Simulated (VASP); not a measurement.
Set up this calculation in VASP 6.6.1, as the native input.

- Task: single point
- Functional: PBE
- Potentials or basis: VASP PAW PBE potentials, release 64 (Rh_pv)
- Cutoff: 520 eV
- k mesh: 24 × 24 × 24
- Occupations: gaussian, width 0.1 eV
- Spin: no spin polarisation
- Dipole correction: no
- Further INCAR settings: ALGO = Normal; EDIFF = 1e-06; NBANDS = 14

The structure of Rh lies in POSCAR:

```
Rh
1.0
    0.0000000000      1.9148761397      1.9148761397
    1.9148761397      0.0000000000      1.9148761397
    1.9148761397      1.9148761397      0.0000000000
Rh
1
Direct
    0.0000000000      0.0000000000      0.0000000000
```

These files were run (other wordings do the same):

INCAR

```
PREC = Accurate ; ENCUT = 520
EDIFF = 1E-6 ; ISMEAR = 0
SIGMA = 0.1 ; LREAL = F
LASPH = T ; NELM = 60
ALGO = Normal ; ISIF = 2
LWAVE = F ; LCHARG = F
GGA = PE ; NBANDS = 14
```

KPOINTS

```
regular mesh
0
Gamma
  24 24 24
```

Potentials or basis: VASP PAW PBE potentials, release 64 (Rh_pv).

The run is started by

```bash
$ cat potpaw_PBE.64/Rh_pv/POTCAR > POTCAR
$ mpirun -np 1 vasp_std > vasp.out
```

Results of the run:

| Quantity | Value |
| --- | --- |
| Pressure | 0.2 GPa |
| Band gap on the k mesh | zero (an odd number of electrons rules out a gap without spin polarisation) |

Wall time 60 s on 1 thread of Intel Xeon 8259CL, with other jobs on the host, peak memory 0.19 GiB.
